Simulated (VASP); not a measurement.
# Si in VASP: notebook, part 2 of 2

VASP 6.6.1. Earlier steps stand in the parts before.

**3. Single point, PBE**

INCAR reads:

```
SYSTEM = Si
PREC = Accurate ; ENCUT = 520
EDIFF = 1E-6 ; ISMEAR = 0
SIGMA = 0.1 ; LREAL = .False.
LASPH = .True. ; NELM = 80
ALGO = Normal ; ISIF = 2
LWAVE = .False. ; LCHARG = .True.
LDIPOL = .True. ; IDIPOL = 3
DIPOL = 0.5 0.5 0.373 ; GGA = PE
LELF = .True. ; LVHAR = .True.
LVACPOTAV = .True. ; NBANDS = 11
```

KPOINTS reads:

```
Automatic mesh
0
Gamma
  12 12 1
  0 0 0
```

POSCAR reads:

```
Si
1.0
    3.8696559335      0.0000003168      0.0000000000
   -1.9348282411      3.3512201839      0.0000000000
    0.0000000000      0.0000000000     24.7181918800
Si
2
Direct
    0.3333333333      0.6666666667      0.3642635681
    0.6666666667      0.3333333333      0.3825182365
```

Potentials or basis: VASP PAW PBE potentials, release 64 (Si).

Run with:

```
> cat potpaw_PBE.64/Si/POTCAR > POTCAR
> mpirun -np 1 vasp_std > vasp.out
```

OUTCAR:

```text
SYSTEM = Si
   PREC = Accurate
   ENCUT = 520
   EDIFF = 1E-6
   ISMEAR = 0
   LREAL = .False.
   LASPH = .True.
   NELM = 80
   ISIF = 2
   GGA = PE

 ion  position               nearest neighbor table
   1  0.333  0.667  0.364-   2 2.28   2 2.28   2 2.28
   2  0.667  0.333  0.383-   1 2.28   1 2.28   1 2.28

  LATTYP: Found a hexagonal cell.
 ALAT       =     3.8696559335
 C/A-ratio  =     6.3876975899

  Lattice vectors:

 A1 = (   3.8696559335,   0.0000003168,   0.0000000000)
 A2 = (  -1.9348282411,   3.3512201839,   0.0000000000)
 A3 = (   0.0000000000,   0.0000000000,  24.7181918800)

Analysis of symmetry for initial positions (statically):
=====================================================================
 Subroutine PRICEL returns:
 Original cell was already a primitive cell.

 Routine SETGRP: Setting up the symmetry group for a
 hexagonal supercell.

 Subroutine GETGRP returns: Found 12 space group operations
 (whereof  6 operations were pure point group operations)
 out of a pool of 24 trial point group operations.

The static configuration has the point symmetry C_3v.
 The point group associated with its full space group is D_3d.
[... 173 lines left out ...]
      4      -4.5216      2.00000
      5      -1.3998      0.00000
      6      -0.6813      0.00000
      7      -0.2854      0.00000
      8      -0.2854      0.00000
      9       1.0809      0.00000
     10       1.3480      0.00000
     11       1.9764      0.00000
[... 239 lines left out ...]
 k-point    19 :       0.3333    0.3333    0.0000
  band No.  band energies     occupation
      1     -11.0915      2.00000
      2     -11.0915      2.00000
      3      -7.7229      2.00000
      4      -3.2634      1.00000
      5      -3.2634      1.00000
      6       0.7509      0.00000
      7       2.3836      0.00000
      8       2.8324      0.00000
      9       2.8324      0.00000
     10       3.9466      0.00000
     11       3.9466      0.00000

------------------------ aborting loop because EDIFF is reached ----------------------------------------

  FORCE on cell =-STRESS in cart. coord.  units (eV):
  Direction    XX          YY          ZZ          XY          YZ          ZX
  --------------------------------------------------------------------------------------
  -------------------------------------------------------------------------------------
  Total       -0.0446663     -0.0446663     -0.0063371     -0.0000000      0.0000000     -0.0000000
  in kB       -0.2232537     -0.2232537     -0.0316743     -0.0000000      0.0000000     -0.0000000
  external PRESSURE =      -0.1593939 kB  Pullay stress =       0.0000000 kB

 VOLUME and BASIS-vectors are now :
 -----------------------------------------------------------------------------
  energy-cutoff  :      520.00
  volume of cell :      320.55
      direct lattice vectors                 reciprocal lattice vectors
     3.869655933  0.000000317  0.000000000     0.258420896  0.149199402  0.000000000
    -1.934828241  3.351220184  0.000000000    -0.000000024  0.298398762  0.000000000
     0.000000000  0.000000000 24.718191880     0.000000000  0.000000000  0.040456034

 POSITION                                       TOTAL-FORCE (eV/Angst)
 -----------------------------------------------------------------------------------
     -0.00000      2.23415      9.00394        -0.000000     -0.000000      0.005909
      1.93483      1.11707      9.45516         0.000000      0.000000     -0.005909
 -----------------------------------------------------------------------------------
    total drift:                               -0.000000      0.000000      0.000005

  FREE ENERGIE OF THE ION-ELECTRON SYSTEM (eV)
  ---------------------------------------------------
  free  energy   TOTEN  =        -9.5679799985 eV

  energy  without entropy=       -9.5664128052  energy(sigma->0) =       -9.56719640

 vacuum level on the upper side and lower side of the slab         1.338         1.338
```

stdout:

```text
POSCAR found type information on POSCAR Si
 POSCAR found :  1 types and       2 ions
 scaLAPACK will be used
 LDA part: xc-table for (Slater+PW92), standard interpolation
 POSCAR, INCAR and KPOINTS ok, starting setup
 FFT: planning ... GRIDC
 FFT: planning ... GRID_SOFT
 FFT: planning ... GRID
 WAVECAR not read
 entering main loop
 -----------------------------------------------------------------------------
|                                                                             |
|           W    W    AA    RRRRR   N    N  II  N    N   GGGG   !!!           |
|           W    W   A  A   R    R  NN   N  II  NN   N  G    G  !!!           |
|           W    W  A    A  R    R  N N  N  II  N N  N  G       !!!           |
|           W WW W  AAAAAA  RRRRR   N  N N  II  N  N N  G  GGG   !            |
|           WW  WW  A    A  R   R   N   NN  II  N   NN  G    G                |
|           W    W  A    A  R    R  N    N  II  N    N   GGGG   !!!           |
|                                                                             |
|     Did not find any points to average over, which means that no vacuum     |
|     field-free region was found. Please increase the size of  your cell     |
|     in the dimension of the dipole correction to obtain accurate            |
|     workfunction values.                                                    |
|                                                                             |
 -----------------------------------------------------------------------------
```

It took 64 s on 1 thread of Intel Xeon 6975P-C (Granite Rapids), shared host; peak memory 0.42 GiB.

Results:

| Property | Result |
| --- | --- |
| Free energy | -9.5680 eV |
| Largest force | 0.006 eV/Å |
| Band gap on the k mesh | zero (filled and empty bands touch) |

Forces in eV/Å, atoms in the order of the input:
```
Si   0.000  0.000  0.006
Si   0.000  0.000 -0.006
```

Levels at points of the mesh, in eV from the Fermi level:
```tsv
k point	band 1	band 2	band 3	band 4	band 5	band 6	band 7	band 8
(0.00, 0.00, 0.00)	-11.07	-3.16	-1.26	-1.26	1.86	2.58	2.98	2.98
(0.50, 0.00, 0.00)	-8.86	-7.19	-2.63	-1.02	0.63	1.10	5.57	6.43
```

**4. Single point, PBE**

INCAR reads:

```
SYSTEM = Si
PREC     = Accurate       ! precision mode
ENCUT    = 400            ! plane-wave cutoff, eV
EDIFF    = 1E-6           ! SCF threshold, eV
ISMEAR   = 0              ! smearing method
SIGMA    = 0.1            ! smearing width, eV
LREAL    = .False.        ! projectors in reciprocal space
LASPH    = .True.         ! aspherical terms in the spheres
NELM     = 120            ! most SCF steps
ALGO     = Normal         ! electronic algorithm
ISIF     = 2              ! what is computed and relaxed
LWAVE    = .False.        ! write WAVECAR
LCHARG   = .False.        ! write CHGCAR
LDIPOL   = .True.       
IDIPOL   = 3            
DIPOL    = 0.5 0.5 0.373
GGA      = PE             ! functional
NBANDS   = 11             ! bands
GGA_COMPAT= .False.      
NELMDL   = -8
```

KPOINTS reads:

```
regular mesh
0
Gamma
  6 6 1
  0 0 0
```

POSCAR is that of step 3.

Potentials or basis: VASP PAW PBE potentials, release 64 (Si).

Run with:

```
> cat potpaw_PBE.64/Si/POTCAR > POTCAR
> mpirun -np 1 vasp_std > vasp.out
```

OUTCAR:

```text
SYSTEM = Si
   PREC = Accurate
   ENCUT = 400
   EDIFF = 1E-6
   ISMEAR = 0
   LREAL = .False.
   LASPH = .True.
   NELM = 120
   ISIF = 2
   GGA = PE
   NELMDL = -8

 ion  position               nearest neighbor table
   1  0.333  0.667  0.364-   2 2.28   2 2.28   2 2.28
   2  0.667  0.333  0.383-   1 2.28   1 2.28   1 2.28

  LATTYP: Found a hexagonal cell.
 ALAT       =     3.8696559335
 C/A-ratio  =     6.3876975899

  Lattice vectors:

 A1 = (   3.8696559335,   0.0000003168,   0.0000000000)
 A2 = (  -1.9348282411,   3.3512201839,   0.0000000000)
 A3 = (   0.0000000000,   0.0000000000,  24.7181918800)

Analysis of symmetry for initial positions (statically):
=====================================================================
 Subroutine PRICEL returns:
 Original cell was already a primitive cell.

 Routine SETGRP: Setting up the symmetry group for a
 hexagonal supercell.

 Subroutine GETGRP returns: Found 12 space group operations
 (whereof  6 operations were pure point group operations)
 out of a pool of 24 trial point group operations.

[... 165 lines left out ...]
      6      -0.6803      0.00000
      7      -0.2815      0.00000
      8      -0.2815      0.00000
      9       1.0798      0.00000
     10       1.3485      0.00000
     11       1.9145      0.00000
[... 71 lines left out ...]
 k-point     7 :       0.3333    0.3333    0.0000
  band No.  band energies     occupation
      1     -11.0870      2.00000
      2     -11.0870      2.00000
      3      -7.7190      2.00000
      4      -3.2604      1.00001
      5      -3.2604      0.99999
      6       0.7530      0.00000
      7       2.3892      0.00000
      8       2.8360      0.00000
      9       2.8360      0.00000
     10       3.9483      0.00000
     11       3.9483      0.00000

------------------------ aborting loop because EDIFF is reached ----------------------------------------

 vacuum level on the upper side and lower side of the slab       (xc-potential included)        -0.012        -0.012

  FORCE on cell =-STRESS in cart. coord.  units (eV):
  Direction    XX          YY          ZZ          XY          YZ          ZX
  --------------------------------------------------------------------------------------
  -------------------------------------------------------------------------------------
  Total       -0.0174780     -0.0174780     -0.0059575     -0.0000000      0.0000000     -0.0000000
  in kB       -0.0873595     -0.0873595     -0.0297772     -0.0000000      0.0000000     -0.0000000
  external PRESSURE =      -0.0681654 kB  Pullay stress =       0.0000000 kB

 VOLUME and BASIS-vectors are now :
 -----------------------------------------------------------------------------
  energy-cutoff  :      400.00
  volume of cell :      320.55
      direct lattice vectors                 reciprocal lattice vectors
     3.869655933  0.000000317  0.000000000     0.258420896  0.149199402  0.000000000
    -1.934828241  3.351220184  0.000000000    -0.000000024  0.298398762  0.000000000
     0.000000000  0.000000000 24.718191880     0.000000000  0.000000000  0.040456034

 POSITION                                       TOTAL-FORCE (eV/Angst)
 -----------------------------------------------------------------------------------
     -0.00000      2.23415      9.00394        -0.000000      0.000000      0.005641
      1.93483      1.11707      9.45516         0.000000     -0.000000     -0.005641
 -----------------------------------------------------------------------------------
    total drift:                                0.000000     -0.000000      0.000017

  FREE ENERGIE OF THE ION-ELECTRON SYSTEM (eV)
  ---------------------------------------------------
  free  energy   TOTEN  =        -9.5428069736 eV

  energy  without entropy=       -9.5365382005  energy(sigma->0) =       -9.53967259

 vacuum level on the upper side and lower side of the slab         1.321         1.321
```

Run time: 81 s. Hardware: 1 thread of Intel Xeon 8259CL, shared host; peak memory 0.32 GiB.

What came out:

```yaml
Free_energy: -9.5428 eV
Largest_force: 0.006 eV/Å
Band_gap_on_the_k_mesh: zero (filled and empty bands touch)
```

Forces on the atoms (eV/Å):
```
Si   0.000  0.000  0.006
Si   0.000  0.000 -0.006
```

**5. Summary**

```csv
cell,k mesh,cutoff (eV),gap on the mesh (eV),largest force (eV/Å)
"a = 3.869, b = 3.869, c = 24.718 Å, angles 90.0, 90.0, 120.0°, 2 atoms",12 × 12 × 1,520,none,0.01
"a = 3.870, b = 3.870, c = 24.718 Å, angles 90.0, 90.0, 120.0°, 2 atoms",12 × 12 × 1,520,none,0.01
"a = 3.870, b = 3.870, c = 24.718 Å, angles 90.0, 90.0, 120.0°, 2 atoms",6 × 6 × 1,400,none,0.01
```

Alike in all rows: task single point; level PBE; potentials or basis VASP PAW PBE potentials, release 64 (Si); no spin polarisation; smearing gaussian 0.1 eV.

Every run on the cell as given and a fine mesh finds a metal.

Total energies depend on the potentials used, so only differences within one code and one set of settings carry meaning.
